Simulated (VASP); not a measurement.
# AlN (Fm-3m) in VASP: settings compared

Aim: see how the results for AlN move with the level of theory and the settings. Levels: PBE, r2SCAN. Tasks: G0W0 quasiparticle levels.

All numbers are computed with VASP 6.6.1; they aren't measurements. Logs are shortened: lines on timing, memory, paths and dates and some standing lists are left out, and cuts for length are marked.

## 1. The cell of the first run

Symmetry: Fm-3m, No. 225, cubic system. Conventional cell: a = 4.038 Å, b = 4.038 Å, c = 4.038 Å, α = 90.00°, β = 90.00°, γ = 90.00°. Within 2.7 Å of Al (site symmetry m-3m) lie 6 N at 2.02 Å. Within 2.7 Å of N (site symmetry m-3m) lie 6 Al at 2.02 Å.

## 2. G0W0 quasiparticle levels, PBE

Contents of POSCAR:

```
AlN
1.0
    0.0000000000      2.0188684697      2.0188684697
    2.0188684697      0.0000000000      2.0188684697
    2.0188684697      2.0188684697      0.0000000000
Al N
1 1
Direct
    0.0000000000      0.0000000000      0.0000000000
    0.5000000000      0.5000000000      0.5000000000
```

Contents of INCAR.step1:

```
SYSTEM = AlN
PREC = Accurate
ENCUT = 500
EDIFF = 1E-8
ISMEAR = 0
SIGMA = 0.01
LREAL = .False.
LASPH = .True.
NELM = 80
ALGO = Normal
LWAVE = .True.
LCHARG = .False.
GGA = PE
```

Contents of INCAR.step2:

```
SYSTEM = AlN
PREC = Accurate
ENCUT = 500
EDIFF = 1E-8
ISMEAR = 0
SIGMA = 0.01
LREAL = .False.
LASPH = .True.
NELM = 1
ALGO = Exact
LWAVE = .True.
LCHARG = .False.
GGA = PE
NBANDS = 34
LOPTICS = .True.
ISTART = 1
```

Contents of INCAR.step3:

```
SYSTEM = AlN
PREC = Accurate
ENCUT = 500
EDIFF = 1E-8
ISMEAR = 0
SIGMA = 0.01
LREAL = .False.
LASPH = .True.
ALGO = EVGW0
LWAVE = .False.
LCHARG = .False.
GGA = PE
NELMGW = 1
NBANDS = 34
ENCUTGW = 80.0
NOMEGA = 48
PRECFOCK = Fast
ISTART = 1
NBANDSGW = 12
```

Contents of KPOINTS:

```
regular mesh
0
Gamma
  6 6 6
  0 0 0
```

Potentials or basis: VASP PAW PBE potentials, release 64 (Al_GW, N_GW).

On the command line:

```bash
cat potpaw_PBE.64/Al_GW/POTCAR potpaw_PBE.64/N_GW/POTCAR > POTCAR
cp INCAR.step1 INCAR
mpirun -np 1 vasp_std > vasp.out
cp INCAR.step2 INCAR
mpirun -np 1 vasp_std > vasp.out
cp INCAR.step3 INCAR
mpirun -np 1 vasp_std > vasp.out
```

OUTCAR:

```text
SYSTEM = AlN
   PREC = Accurate
   ENCUT = 500
   EDIFF = 1E-8
   ISMEAR = 0
   LREAL = .False.
   LASPH = .True.
   GGA = PE
   NELMGW = 1
   ENCUTGW = 80.0
   PRECFOCK = Fast
   ISTART = 1

 ion  position               nearest neighbor table
   1  0.000  0.000  0.000-   2 2.02   2 2.02   2 2.02   2 2.02   2 2.02   2 2.02
   2  0.500  0.500  0.500-   1 2.02   1 2.02   1 2.02   1 2.02   1 2.02   1 2.02

  LATTYP: Found a face centered cubic cell.
 ALAT       =     4.0377369394

  Lattice vectors:

 A1 = (   0.0000000000,   2.0188684697,   2.0188684697)
 A2 = (   2.0188684697,   0.0000000000,   2.0188684697)
 A3 = (   2.0188684697,   2.0188684697,   0.0000000000)

Analysis of symmetry for initial positions (statically):
=====================================================================
 Subroutine PRICEL returns:
 Original cell was already a primitive cell.

 Routine SETGRP: Setting up the symmetry group for a
 face centered cubic supercell.

 Subroutine GETGRP returns: Found 48 space group operations
 (whereof 48 operations were pure point group operations)
 out of a pool of 48 trial point group operations.

The static configuration has the point symmetry O_h .

Analysis of symmetry for dynamics (positions and initial velocities):
=====================================================================
 Subroutine PRICEL returns:
 Original cell was already a primitive cell.

 Routine SETGRP: Setting up the symmetry group for a
 face centered cubic supercell.

 Subroutine GETGRP returns: Found 48 space group operations
 (whereof 48 operations were pure point group operations)
 out of a pool of 48 trial point group operations.

The dynamic configuration has the point symmetry O_h .

 Subroutine INISYM returns: Found 48 space group operations
 (whereof 48 operations are pure point group operations),
 and found     1 'primitive' translations

----------------------------------------------------------------------------------------

                                     Primitive cell

  volume of cell :      16.4571

  direct lattice vectors                    reciprocal lattice vectors
     0.000000000  2.018868470  2.018868470    -0.247663485  0.247663485  0.247663485
     2.018868470  0.000000000  2.018868470     0.247663485 -0.247663485  0.247663485
     2.018868470  2.018868470  0.000000000     0.247663485  0.247663485 -0.247663485

  length of vectors
     2.855111170  2.855111170  2.855111170     0.428965738  0.428965738  0.428965738

  position of ions in fractional coordinates (direct lattice)
     0.000000000  0.000000000  0.000000000
     0.500000000  0.500000000  0.500000000

  ion indices of the primitive-cell ions
   primitive index   ion index
                 1           1
                 2           2

----------------------------------------------------------------------------------------

 KPOINTS: regular mesh

Automatic generation of k-mesh.
 Grid dimensions read from file:
 generate k-points for:    6    6    6

 Generating k-lattice:

  Cartesian coordinates                     Fractional coordinates (reciprocal lattice)
    -0.041277247  0.041277247  0.041277247     0.166666667  0.000000000  0.000000000
     0.041277247 -0.041277247  0.041277247     0.000000000  0.166666667  0.000000000
     0.041277247  0.041277247 -0.041277247     0.000000000  0.000000000  0.166666667

  Length of vectors
     0.071494290  0.071494290  0.071494290

  Shift w.r.t. Gamma in fractional coordinates (k-lattice)
     0.000000000  0.000000000  0.000000000

 Subroutine IBZKPT returns following result:
 ===========================================

 Found     16 irreducible k-points:

 Following reciprocal coordinates:
            Coordinates               Weight
  0.000000  0.000000  0.000000      1.000000
  0.166667  0.000000  0.000000      8.000000
  0.333333  0.000000  0.000000      8.000000
  0.500000  0.000000  0.000000      4.000000
  0.166667  0.166667  0.000000      6.000000
  0.333333  0.166667  0.000000     24.000000
[... 8 lines left out ...]
 -0.333333  0.333333  0.166667     24.000000
 -0.333333  0.500000  0.166667     12.000000
   k-points           NKPTS =     16   k-points in BZ     NKDIM =    216   number of bands    NBANDS=     34
   number of dos      NEDOS =    301   number of ions     NIONS =      2
   total plane-waves  NPLWV =  13824
   dimension x,y,z NGX =    24 NGY =   24 NGZ =   24
   dimension x,y,z NGXF=    48 NGYF=   48 NGZF=   48
   ions per type =               1   1
   NGX,Y,Z   is equivalent  to a cutoff of  13.97, 13.97, 13.97 a.u.
   NGXF,Y,Z  is equivalent  to a cutoff of  27.95, 27.95, 27.95 a.u.
 SYSTEM =  AlN
   PREC   = accura    normal or accurate (medium, high low for compatibility)
   ISTART =      1    job   : 0-new  1-cont  2-samecut
   ICHARG =      0    charge: 1-file 2-atom 10-const
   ISPIN  =      1    spin polarized calculation?
   LNONCOLLINEAR =      F non collinear calculations
   LSORBIT =      F    spin-orbit coupling
   LASPH  =      T    aspherical Exc in radial PAW
   ENCUT  =  500.0 eV  36.75 Ry    6.06 a.u.   5.21  5.21  5.21*2*pi/ulx,y,z
   NELM   =     60;   NELMIN=  2; NELMDL=  0     # of ELM steps
   EDIFF  = 0.1E-07   stopping-criterion for ELM
   LREAL  =      F    real-space projection
   EDIFFG = 0.1E-06   stopping-criterion for IOM
   NSW    =      0    number of steps for IOM
   IBRION =     -1    ionic relax: 0-MD 1-quasi-New 2-CG
   NFREE  =      0    steps in history (QN), initial steepest desc. (CG)
   ISIF   =      0    stress and relaxation
   ISYM   =      3    0-nonsym 1-usesym 2-fastsym
   POTIM  = 0.5000    time-step for ionic-motion
   TEBEG  =    0.0;   TEEND  =   0.0 temperature during run
   PSTRESS=    0.0 pullay stress
   NELECT =       8.0000    total number of electrons
   NUPDOWN=      -1.0000    fix difference up-down
   EMIN   =  10.00;   EMAX   =-10.00  energy-range for DOS
   EFERMI =   0.00;   METHOD = LEGACY
   ISMEAR =     0;   SIGMA  =   0.01  broadening in eV -4-tet -1-fermi 0-gaus
   EFERMI_NEDOS =   21; number of points for ismear=-14 and -15
   IALGO  =     38    algorithm
   IMIX   =      4    mixing-type and parameters
     AMIX     =   0.40;   BMIX     =  1.00
     AMIX_MAG =   1.60;   BMIX_MAG =  1.00
  volume/ion in A,a.u.               =       8.23        55.53
  Fermi-wavevector in a.u.,A,eV,Ry     =   1.287222  2.432497 22.544045  1.656941
  Thomas-Fermi vector in A             =   2.419249
   LORBIT       =      0    0 simple, 1 ext, 2 COOP (PROOUT), +10 PAW based schemes
   GGA     = PE    functional components
   LHFCALC =     T    Hartree Fock is set to
   PRECFOCK=fast      Normal, Fast or Accurate (Low or Medium for compatibility)
   ENCUT4O =  -1.0   cutoff for four orbital integrals eV
   NKREDX  =     1    reduce k-point grid by
   NKREDY  =     1    reduce k-point grid by
   NKREDZ  =     1    reduce k-point grid by
   AEXX    =    1.0000 exact exchange contribution
   HFSCREEN=    0.0000 screening length (either q_TF or 0.3 A-1)
   HFSCREENC=   0.0000 screening length for correlation (either q_TF or 0.3 A-1)
   ENCUTFOCK=  -1.0 apply spherical cutoff to Coloumb kernel
   IVDW    =     0    specifies the selected vdW correction
   LEPSILON=     F    determine dielectric tensor
   LRPA    =     F    only Hartree local field effects (RPA)
   LRPAFORCE           =     F    calculate RPA forces
   ENCUTGW             =  80.0    cutoff for response function in eV
   ENCUTGWSOFT         =  64.0    soft cutoff for Coulomb kernel in GW response function in eV
   ENCUTLF             =  -1.0    cutoff for local field effects
   NELMGW              =     1    number of iterations in solving QP/BSE equation
   NELMHF              =     1    number of iterations in the inner HF iteration
   NKREDLFX            =     1    NKREDLFY  =   1   NKREDLFZ  =   1
 non-spin polarized calculation
 Gauss-broadening in eV      SIGMA  =   0.01
  energy-cutoff  :      500.00
  volume of cell :       16.46
 maximum number of plane-waves:       444
 NGX is ok and might be reduce to    24
  NGX = 14; NGY = 14; NGZ = 14
   NGX = 11   NGY = 11   NGZ = 11
 maximum number of plane-waves:        30
 NGX is ok and might be reduce to    10

 QP shifts <psi_nk| G(iteration)W_0 |psi_nk>: iteration 1
 for sc-GW calculations column KS-energies equals QP-energies in previous step
 and V_xc(KS)=  KS-energies - (<T + V_ion + V_H > + <T+V_H+V_ion>^1  + <V_x>^1)

 k-point   1 :       0.0000    0.0000    0.0000
  band No.  KS-energies  QP-energies   sigma(KS)   V_xc(KS)     V^pw_x(r,r')   Z            occupation Imag(sigma)

      1      -8.8691     -10.2869     -16.5552     -14.6658     -24.9251       0.7504       2.0000       1.3973
      2       8.7227       8.4340     -17.7743     -17.4146     -21.1082       0.8025       2.0000       0.0816
      3       8.7227       8.4340     -17.7743     -17.4146     -21.1082       0.8025       2.0000       0.0816
      4       8.7227       8.4340     -17.7743     -17.4146     -21.1082       0.8025       2.0000       0.0816
      5      14.4637      15.6922     -13.1779     -14.6820      -8.9847       0.8168       0.0000      -0.0875
      6      20.8945      21.9882      -9.4091     -10.7377      -4.5459       0.8232       0.0000      -0.1140
      7      20.8945      21.9882      -9.4091     -10.7377      -4.5459       0.8232       0.0000      -0.1140
      8      20.8945      21.9882      -9.4091     -10.7377      -4.5459       0.8232       0.0000      -0.1140
      9      26.0365      26.4945      -9.0137      -9.6091      -2.6711       0.7694       0.0000      -0.3860
     10      26.5236      27.9673      -9.7991     -11.5830      -4.5080       0.8093       0.0000      -0.2293
     11      26.5236      27.9673      -9.7991     -11.5830      -4.5080       0.8093       0.0000      -0.2293
     12      27.6588      28.8569      -9.6539     -11.2191      -2.8880       0.7655       0.0000      -0.4744

 k-point   2 :       0.1667    0.0000    0.0000
  band No.  KS-energies  QP-energies   sigma(KS)   V_xc(KS)     V^pw_x(r,r')   Z            occupation Imag(sigma)

      1      -8.3050      -9.6682     -16.6346     -14.8279     -24.9390       0.7545       2.0000       1.3434
      2       6.3257       5.7170     -16.7692     -16.0006     -20.3624       0.7920       2.0000       0.1007
      3       8.4120       8.0727     -17.6127     -17.1894     -20.9801       0.8014       2.0000       0.0834
      4       8.4120       8.0727     -17.6127     -17.1894     -20.9801       0.8014       2.0000       0.0834
      5      15.6178      16.9009     -12.8431     -14.4193      -8.5198       0.8141       0.0000      -0.0923
      6      19.4883      20.7086     -10.6795     -12.1791      -5.8373       0.8138       0.0000      -0.1165
      7      21.4366      22.6063      -9.6401     -11.0742      -4.6369       0.8157       0.0000      -0.1286
      8      21.4366      22.6063      -9.6401     -11.0742      -4.6369       0.8157       0.0000      -0.1286
      9      24.3111      25.5873      -9.4739     -11.0660      -3.9760       0.8016       0.0000      -0.2165
     10      24.3111      25.5873      -9.4739     -11.0660      -3.9760       0.8016       0.0000      -0.2165
     11      26.6270      27.7060      -9.4043     -10.7972      -2.8647       0.7747       0.0000      -0.4353
     12      30.8150      31.5453      -9.1383     -10.0465      -2.5278       0.8041       0.0000      -0.7984
[... 196 lines left out ...]
      1      -4.7917      -5.8522     -18.1679     -16.7503     -26.1257       0.7481       2.0000       0.9000
      2       1.9078       0.8854     -14.9207     -13.5767     -19.3386       0.7607       2.0000       0.1777
      3       3.9733       3.0771     -15.6448     -14.4956     -19.6272       0.7798       2.0000       0.1314
      4       6.0181       5.3476     -16.2468     -15.4012     -19.8066       0.7928       2.0000       0.1008
      5      16.9229      18.2540     -10.8485     -12.4735      -6.4274       0.8191       0.0000      -0.0963
      6      18.1090      19.4086     -11.5503     -13.1518      -6.8665       0.8115       0.0000      -0.1091
      7      20.3500      21.9710     -12.5071     -14.5590      -7.3569       0.7900       0.0000      -0.1401
      8      21.9058      23.3511     -10.7559     -12.5828      -5.3018       0.7912       0.0000      -0.1683
      9      26.8041      27.9672      -9.9116     -11.3866      -3.6726       0.7885       0.0000      -0.4064
     10      27.9595      29.2926     -10.3418     -12.0655      -3.7429       0.7734       0.0000      -0.4873
     11      33.5623      34.7259      -8.8983     -10.3616      -2.1076       0.7952       0.0000      -0.8626
     12      35.2169      36.9669     -10.7691     -12.9519      -3.9901       0.8017       0.0000      -0.9765

 k-point  16 :      -0.3333    0.5000    0.1667
  band No.  KS-energies  QP-energies   sigma(KS)   V_xc(KS)     V^pw_x(r,r')   Z            occupation Imag(sigma)

      1      -4.4834      -5.5143     -18.3807     -17.0052     -26.3247       0.7494       2.0000       0.8682
      2       2.0748       1.0321     -15.0708     -13.7031     -19.4923       0.7624       2.0000       0.1719
      3       4.1688       3.2811     -15.5773     -14.4419     -19.4630       0.7819       2.0000       0.1261
      4       5.0491       4.2896     -15.7498     -14.7866     -19.4082       0.7884       2.0000       0.1124
      5      15.7068      17.0108     -11.0957     -12.6825      -6.8899       0.8218       0.0000      -0.0884
      6      17.0451      18.1579     -10.8043     -12.1569      -6.3983       0.8227       0.0000      -0.0952
      7      21.4075      23.1100     -12.8675     -15.0557      -7.4128       0.7780       0.0000      -0.1627
      8      22.4297      23.8421     -10.7398     -12.5371      -5.0781       0.7859       0.0000      -0.1913
      9      26.7911      28.3142     -11.3271     -13.3259      -4.6715       0.7620       0.0000      -0.4261
     10      30.3664      31.5851      -9.7608     -11.3111      -3.1182       0.7860       0.0000      -0.6383
     11      33.6183      35.2917     -10.5653     -12.6291      -4.0974       0.8108       0.0000      -0.8118
     12      36.3329      38.1850     -11.0470     -13.3977      -3.9150       0.7879       0.0000      -1.0982
```

Run time: 49 s. Hardware: 1 thread of Intel Xeon 6975P-C (Granite Rapids), shared host; peak memory 0.21 GiB.

Results:

| Item | Value |
| --- | --- |
| Quasiparticle gap | 5.99 eV |
| Least direct quasiparticle gap | 7.26 eV |
| Band gap of the starting levels on the mesh | 4.65 eV |
| Least direct gap of the starting levels on the mesh | 5.74 eV |

Caveat: the k points lie up to 0.45 Å⁻¹ apart; bands, screening cutoff and mesh are small and nothing is extrapolated, so the quasiparticle values aren't converged; the structure was generated, so it needn't be the stable form of AlN.

(Part 1 of 3 ends here.)
